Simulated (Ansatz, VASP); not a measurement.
**Li3H2 in VASP and in Ansatz**

```
Li H
1.0
     1.41177    0.81508    7.34381
    -1.41177    0.81508    7.34381
     0.00000   -1.63017    7.34381
Li H
3 2
Direct
  0.00000 0.00000 0.00000
  0.22642 0.22642 0.22642
  0.77358 0.77358 0.77358
  0.38742 0.38742 0.38742
  0.61258 0.61258 0.61258
```

Alike in both runs: functional PBE; k mesh 6 × 6 × 6; occupations gaussian, width 0.1 eV; no spin polarisation.

Ansatz relaxed the structure, and its values are those at the end. VASP's run is a single point on that final structure, the one shown.

|  | VASP | Ansatz |
| --- | --- | --- |
| version | VASP 6.6.1 | Ansatz 0.2.0 |
| potentials or method | VASP PAW PBE potentials, release 64 (Li_sv, H), cutoff 520 eV | scalar-relativistic, plane waves, PAW |
| valence electrons in the cell | 11 | 11 |

|  | VASP | Ansatz | Ansatz less VASP |
| --- | --- | --- | --- |
| gap on the k mesh at the Fermi level (eV) | none | none | - |
| rms of the force components (eV/Å) | 0.008 | 0.006 | -0.0012 |

A gap of «none» marks a metal or a gap that the smearing closes.

The k mesh is coarse, so the values compare programs but aren't converged. Noted on VASP's run: the cutoff is under 1.25 times that of the potentials, so the pressure is a little rough.
